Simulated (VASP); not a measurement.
Here is a VASP 6.6.1 calculation.

File INCAR:

```
SYSTEM = Hf2TaN2
  PREC = Accurate
  ENCUT = 520
  EDIFF = 1E-7
  ISMEAR = 0
  SIGMA = 0.1
  LREAL = .FALSE.
  LASPH = .TRUE.
  NELM = 150
  ALGO = Normal
  ISIF = 2
  LWAVE = .FALSE.
  LCHARG = .FALSE.
  ISPIN = 2
  MAGMOM = 0 0 1 0 0
  LORBIT = 11
  LMAXMIX = 4
  GGA = PE
  NBANDS = 32
```

File KPOINTS:

```
regular mesh
0
G
  6 6 6
  0 0 0
```

The input POSCAR:

```
Hf2TaN2
1.0
    2.1010188100      1.2130237800      5.1802643900
   -2.1010188100      1.2130237800      5.1802643900
    0.0000000000     -2.4260475500      5.1802643900
Hf Ta N
2 1 2
Direct
    0.5851254700      0.5851254700      0.5851254700
    0.4148745300      0.4148745300      0.4148745300
    0.0000000000      0.0000000000      0.0000000000
    0.7023445700      0.7023445700      0.7023445700
    0.2976554300      0.2976554300      0.2976554300
```

Potentials or basis: VASP PAW PBE potentials, release 64 (Hf_pv, Ta_pv, N).

Run with:

```sh
$ cat potpaw_PBE.64/Hf_pv/POTCAR potpaw_PBE.64/Ta_pv/POTCAR potpaw_PBE.64/N/POTCAR > POTCAR
$ mpirun -np 1 vasp_std > vasp.out
```

(1) What does it give for the largest force?

(2) Predict the net moment.

(3) Predict the pressure.

## Answers

(1) 5.177 eV/Å.

(2) -0.01 μB per cell.

(3) 16.2 GPa.

Caveat: the stress differs along the axes, from -9 to 66 GPa; forces of over 1 eV/Å act on the atoms, so gaps and moduli don't describe the material at rest.
